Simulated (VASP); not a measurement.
# SnTe (Fm-3m) in VASP: a series of runs, part 2 of 2

VASP 6.6.1.

### Step 4. Single point, r2SCAN

This run uses another cell than the first one, of 31.28 Å³/atom, 1.020 times its volume.

Input file POSCAR:

```
SnTe
1.0
    0.0000000000      3.1508500000      3.1508500000
    3.1508500000      0.0000000000      3.1508500000
    3.1508500000      3.1508500000      0.0000000000
Te Sn
1 1
Direct
    0.5000000000      0.5000000000      0.5000000000
    0.0000000000      0.0000000000      0.0000000000
```

Input file INCAR.step1:

```
PREC = Accurate
ENCUT = 520
ISMEAR = -1
SIGMA = 0.05
LREAL = False
LASPH = True
NELM = 80
NBANDS = 17
GGA = PE
ALGO = Normal
EDIFF = 1E-4
LWAVE = True
LCHARG = False
```

Input file INCAR.step2:

```
PREC = Accurate
ENCUT = 520
EDIFF = 1E-7
ISMEAR = -1
SIGMA = 0.05
LREAL = False
LASPH = True
NELM = 80
ALGO = Normal
ISIF = 2
LWAVE = False
LCHARG = False
METAGGA = R2SCAN
LMIXTAU = True
NBANDS = 17
ISTART = 1
```

Input file KPOINTS:

```
regular mesh
0
Gamma
  4 4 4
```

Potentials or basis: VASP PAW PBE potentials, release 64 (Te, Sn_d).

Launch:

```sh
> cat potpaw_PBE.64/Te/POTCAR potpaw_PBE.64/Sn_d/POTCAR > POTCAR
> cp INCAR.step1 INCAR
> mpirun -np 1 vasp_std > vasp.out
> cp INCAR.step2 INCAR
> mpirun -np 1 vasp_std > vasp.out
```

OUTCAR:

```text
PREC = Accurate
   ENCUT = 520
   EDIFF = 1E-7
   ISMEAR = -1
   LREAL = False
   LASPH = True
   NELM = 80
   ISIF = 2
   METAGGA = R2SCAN
   ISTART = 1

 ion  position               nearest neighbor table
   1  0.500  0.500  0.500-   2 3.15   2 3.15   2 3.15   2 3.15   2 3.15   2 3.15
   2  0.000  0.000  0.000-   1 3.15   1 3.15   1 3.15   1 3.15   1 3.15   1 3.15

  LATTYP: Found a face centered cubic cell.
 ALAT       =     6.3017000000

  Lattice vectors:

 A1 = (   0.0000000000,   3.1508500000,   3.1508500000)
 A2 = (   3.1508500000,   0.0000000000,   3.1508500000)
 A3 = (   3.1508500000,   3.1508500000,   0.0000000000)

Analysis of symmetry for initial positions (statically):
[... 33 lines left out ...]
                                     Primitive cell

  volume of cell :      62.5624

  direct lattice vectors                    reciprocal lattice vectors
     0.000000000  3.150850000  3.150850000    -0.158687338  0.158687338  0.158687338
     3.150850000  0.000000000  3.150850000     0.158687338 -0.158687338  0.158687338
     3.150850000  3.150850000  0.000000000     0.158687338  0.158687338 -0.158687338

  length of vectors
     4.455974803  4.455974803  4.455974803     0.274854533  0.274854533  0.274854533

  position of ions in fractional coordinates (direct lattice)
     0.500000000  0.500000000  0.500000000
     0.000000000  0.000000000  0.000000000

  ion indices of the primitive-cell ions
   primitive index   ion index
                 1           1
                 2           2

----------------------------------------------------------------------------------------

 KPOINTS: regular mesh

Automatic generation of k-mesh.
 Grid dimensions read from file:
 generate k-points for:    4    4    4

 Generating k-lattice:

  Cartesian coordinates                     Fractional coordinates (reciprocal lattice)
    -0.039671835  0.039671835  0.039671835     0.250000000  0.000000000  0.000000000
     0.039671835 -0.039671835  0.039671835     0.000000000  0.250000000  0.000000000
     0.039671835  0.039671835 -0.039671835     0.000000000  0.000000000  0.250000000

  Length of vectors
     0.068713633  0.068713633  0.068713633

  Shift w.r.t. Gamma in fractional coordinates (k-lattice)
     0.000000000  0.000000000  0.000000000

 Subroutine IBZKPT returns following result:
 ===========================================

 Found      8 irreducible k-points:

 Following reciprocal coordinates:
            Coordinates               Weight
  0.000000  0.000000  0.000000      1.000000
  0.250000  0.000000  0.000000      8.000000
  0.500000  0.000000  0.000000      4.000000
  0.250000  0.250000  0.000000      6.000000
  0.500000  0.250000  0.000000     24.000000
 -0.250000  0.250000  0.000000     12.000000
  0.500000  0.500000  0.000000      3.000000
 -0.250000  0.500000  0.250000      6.000000
   k-points           NKPTS =      8   k-points in BZ     NKDIM =      8   number of bands    NBANDS=     17
   number of dos      NEDOS =    301   number of ions     NIONS =      2
   total plane-waves  NPLWV =  46656
   dimension x,y,z NGX =    36 NGY =   36 NGZ =   36
   dimension x,y,z NGXF=    72 NGYF=   72 NGZF=   72
   ions per type =               1   1
   NGX,Y,Z   is equivalent  to a cutoff of  13.43, 13.43, 13.43 a.u.
   NGXF,Y,Z  is equivalent  to a cutoff of  26.86, 26.86, 26.86 a.u.
 SYSTEM =  unknown system
   PREC   = accura    normal or accurate (medium, high low for compatibility)
   ISTART =      1    job   : 0-new  1-cont  2-samecut
   ICHARG =      0    charge: 1-file 2-atom 10-const
   ISPIN  =      1    spin polarized calculation?
   LNONCOLLINEAR =      F non collinear calculations
   LSORBIT =      F    spin-orbit coupling
   LASPH  =      T    aspherical Exc in radial PAW
   ENCUT  =  520.0 eV  38.22 Ry    6.18 a.u.   8.29  8.29  8.29*2*pi/ulx,y,z
   NELM   =     80;   NELMIN=  2; NELMDL=  0     # of ELM steps
   EDIFF  = 0.1E-06   stopping-criterion for ELM
   LREAL  =      F    real-space projection
   EDIFFG = 0.1E-05   stopping-criterion for IOM
   NSW    =      0    number of steps for IOM
   IBRION =     -1    ionic relax: 0-MD 1-quasi-New 2-CG
   NFREE  =      0    steps in history (QN), initial steepest desc. (CG)
   ISIF   =      2    stress and relaxation
   ISYM   =      2    0-nonsym 1-usesym 2-fastsym
   POTIM  = 0.5000    time-step for ionic-motion
   TEBEG  =    0.0;   TEEND  =   0.0 temperature during run
   PSTRESS=    0.0 pullay stress
   NELECT =      20.0000    total number of electrons
   NUPDOWN=      -1.0000    fix difference up-down
   EMIN   =  10.00;   EMAX   =-10.00  energy-range for DOS
   EFERMI =   0.00;   METHOD = LEGACY
   ISMEAR =    -1;   SIGMA  =   0.05  broadening in eV -4-tet -1-fermi 0-gaus
   EFERMI_NEDOS =   21; number of points for ismear=-14 and -15
   IALGO  =     38    algorithm
   IMIX   =      4    mixing-type and parameters
     AMIX     =   0.40;   BMIX     =  1.00
     AMIX_MAG =   1.60;   BMIX_MAG =  1.00
  volume/ion in A,a.u.               =      31.28       211.10
  Fermi-wavevector in a.u.,A,eV,Ry     =   1.119387  2.115336 17.048485  1.253028
  Thomas-Fermi vector in A             =   2.256026
   LORBIT       =      0    0 simple, 1 ext, 2 COOP (PROOUT), +10 PAW based schemes
   METAGGA = R2SCAN    functional components
   LHFCALC =     F    Hartree Fock is set to
   AEXX    =    0.0000 exact exchange contribution
   IVDW    =     0    specifies the selected vdW correction
   LEPSILON=     F    determine dielectric tensor
   LRPA    =     F    only Hartree local field effects (RPA)
 non-spin polarized calculation
  energy-cutoff  :      520.00
  volume of cell :       62.56
 maximum number of plane-waves:      1708
 NGX is ok and might be reduce to    36
   NGX = 17   NGY = 17   NGZ = 17

 number of electron      19.9999998 magnetization

 Free energy of the ion-electron system (eV)
  ---------------------------------------------------
  ext. energy  EPLUGINS =         0.00000000
  ---------------------------------------------------
  free energy    TOTEN  =       -50.66222542 eV

  energy without entropy =      -50.65210824  energy(sigma->0) =      -50.65716683

 E-fermi :   7.1047     XC(G=0): -10.0808

 val. band max:        7.0970638728   @ k =   0.5000   0.0000   0.0000
 cond. band min:       7.1234939738   @ k =   0.5000   0.0000   0.0000
 fundamental gap:      0.0264301010
 Fermi energy:         7.1046521434

 k-point     1 :       0.0000    0.0000    0.0000
  band No.  band energies     occupation
      1     -15.7692      2.00000
      2     -15.7692      2.00000
      3     -15.7573      2.00000
      4     -15.7573      2.00000
      5     -15.7573      2.00000
      6      -6.4994      2.00000
[... 9 lines left out ...]
     16      11.9735      0.00000
     17      14.0468      0.00000

 k-point     2 :       0.2500    0.0000    0.0000
  band No.  band energies     occupation
      1     -15.7718      2.00000
      2     -15.7718      2.00000
      3     -15.7564      2.00000
      4     -15.7540      2.00000
      5     -15.7540      2.00000
      6      -5.9683      2.00000
[... 9 lines left out ...]
     16      13.2282      0.00000
     17      17.1820      0.00000

 k-point     3 :       0.5000    0.0000    0.0000
  band No.  band energies     occupation
      1     -15.7750      2.00000
      2     -15.7750      2.00000
      3     -15.7557      2.00000
      4     -15.7503      2.00000
      5     -15.7503      2.00000
      6      -5.1386      2.00000
[... 9 lines left out ...]
     16      16.1735      0.00000
     17      16.1735      0.00000

 k-point     4 :       0.2500    0.2500    0.0000
  band No.  band energies     occupation
      1     -15.7786      2.00000
      2     -15.7667      2.00000
      3     -15.7593      2.00000
      4     -15.7518      2.00000
      5     -15.7518      2.00000
      6      -5.8000      2.00000
[... 9 lines left out ...]
     16      14.9200      0.00000
     17      14.9200      0.00000

 k-point     5 :       0.5000    0.2500    0.0000
  band No.  band energies     occupation
      1     -15.7820      2.00000
      2     -15.7693      2.00000
      3     -15.7571      2.00000
      4     -15.7499      2.00000
      5     -15.7484      2.00000
      6      -4.9987      2.00000
[... 9 lines left out ...]
     16      16.5652      0.00000
     17      17.5335      0.00000

 k-point     6 :      -0.2500    0.2500    0.0000
  band No.  band energies     occupation
      1     -15.7755      2.00000
      2     -15.7737      2.00000
      3     -15.7541      2.00000
      4     -15.7521      2.00000
      5     -15.7515      2.00000
      6      -5.2624      2.00000
[... 9 lines left out ...]
     16      15.2442      0.00000
     17      16.3581      0.00000

 k-point     7 :       0.5000    0.5000    0.0000
  band No.  band energies     occupation
      1     -15.7898      2.00000
      2     -15.7642      2.00000
      3     -15.7613      2.00000
      4     -15.7459      2.00000
      5     -15.7459      2.00000
      6      -4.8093      2.00000
[... 9 lines left out ...]
     16      18.0694      0.00000
     17      18.4775      0.00000

 k-point     8 :      -0.2500    0.5000    0.2500
  band No.  band energies     occupation
      1     -15.7834      2.00000
      2     -15.7697      2.00000
      3     -15.7538      2.00000
      4     -15.7538      2.00000
      5     -15.7460      2.00000
      6      -4.7143      2.00000
[... 9 lines left out ...]
     16      17.8302      0.00000
     17      18.3755      0.00000

------------------------ aborting loop because EDIFF is reached ----------------------------------------

  FORCE on cell =-STRESS in cart. coord.  units (eV):
  Direction    XX          YY          ZZ          XY          YZ          ZX
  --------------------------------------------------------------------------------------
  -------------------------------------------------------------------------------------
  Total        0.5377565      0.5377565      0.5377565     -0.0000000      0.0000000      0.0000000
  in kB       13.7715573     13.7715573     13.7715573     -0.0000000      0.0000000      0.0000000
  external PRESSURE =      13.7715573 kB  Pullay stress =       0.0000000 kB

 VOLUME and BASIS-vectors are now :
 -----------------------------------------------------------------------------
  energy-cutoff  :      520.00
  volume of cell :       62.56
      direct lattice vectors                 reciprocal lattice vectors
     0.000000000  3.150850000  3.150850000    -0.158687338  0.158687338  0.158687338
     3.150850000  0.000000000  3.150850000     0.158687338 -0.158687338  0.158687338
     3.150850000  3.150850000  0.000000000     0.158687338  0.158687338 -0.158687338

 POSITION                                       TOTAL-FORCE (eV/Angst)
 -----------------------------------------------------------------------------------
      3.15085      3.15085      3.15085         0.000000     -0.000000      0.000000
      0.00000      0.00000      0.00000         0.000000      0.000000     -0.000000
 -----------------------------------------------------------------------------------
    total drift:                               -0.000000      0.000000      0.000000

  FREE ENERGIE OF THE ION-ELECTRON SYSTEM (eV)
  ---------------------------------------------------
  free  energy   TOTEN  =       -50.6622254216 eV

  energy  without entropy=      -50.6521082433  energy(sigma->0) =      -50.65716683
```

OSZICAR.step1:

```text
N       E                     dE             d eps       ncg     rms          rms(c)
DAV:   1     0.125410747444E+03    0.12541E+03   -0.96938E+03   273   0.137E+03
DAV:   2     0.368896099031E+01   -0.12172E+03   -0.11892E+03   296   0.339E+02
DAV:   3    -0.726091527232E+01   -0.10950E+02   -0.10838E+02   329   0.903E+01
DAV:   4    -0.758485112303E+01   -0.32394E+00   -0.32349E+00   345   0.157E+01
DAV:   5    -0.759608008110E+01   -0.11229E-01   -0.11229E-01   416   0.285E+00    0.573E+00
DAV:   6    -0.754615327860E+01    0.49927E-01   -0.11445E-01   361   0.238E+00    0.370E+00
DAV:   7    -0.754697475238E+01   -0.82147E-03   -0.52910E-02   324   0.120E+00    0.737E-01
DAV:   8    -0.754634189972E+01    0.63285E-03   -0.82671E-03   331   0.718E-01    0.215E-01
DAV:   9    -0.754647811372E+01   -0.13621E-03   -0.52915E-04   381   0.220E-01    0.939E-02
DAV:  10    -0.754646099373E+01    0.17120E-04   -0.89349E-05   225   0.924E-02
   1 F= -.75464610E+01 E0= -.75426845E+01  d E =-.755305E-02
```

Run time: 1.9 min. Hardware: 1 thread of Intel Xeon 8259CL, shared host; peak memory 0.22 GiB.

What came out:

```yaml
Free_energy: -50.6622 eV
Pressure: 1.4 GPa
Band_gap_on_the_k_mesh: 0.03 eV, direct
```

Levels at points of the mesh, in eV from the valence-band top:
| k point | band 8 | band 9 | band 10 | band 11 | band 12 | band 13 |
| --- | --- | --- | --- | --- | --- | --- |
| (0.00, 0.00, 0.00) | -2.58 | -2.58 | -2.58 | 3.35 | 3.35 | 3.35 |
| (0.50, 0.00, 0.00) | -2.21 | -2.21 | 0.00 | 0.03 | 0.19 | 0.19 |
| (0.50, 0.50, 0.00) | -6.07 | -4.21 | -4.21 | 2.23 | 5.03 | 5.03 |

Caveat: the k points lie up to 0.43 Å⁻¹ apart; the PAW data sets were made with another functional, which shifts forces and pressure a little; spin-orbit coupling is left out, which moves the levels of the heavy elements.

### Step 5. Overview

```tsv
level	spin	cell	k mesh	pressure (GPa)	moment (μB)
PBE	non-collinear, zero start, SOC	a = 4.426 Å, angles 60.0°, 2 atoms	7 × 7 × 7	3.3	0.00
PBE	non-collinear, zero start, SOC	a = 4.456 Å, angles 60.0°, 2 atoms	7 × 7 × 7	2.2	0.00
r2SCAN	off	a = 4.456 Å, angles 60.0°, 2 atoms	4 × 4 × 4	1.4	-
```

Alike in all rows: task single point; potentials or basis VASP PAW PBE potentials, release 64 (Te, Sn_d); cutoff (eV) 520; smearing fermi-dirac 0.05 eV.

Caveats: some runs use coarse meshes; the PAW data sets were made with another functional, which shifts forces and pressure a little (some runs); spin-orbit coupling is left out, which moves the levels of the heavy elements (some runs).

Absolute energies hang on the potentials; compare differences alone.
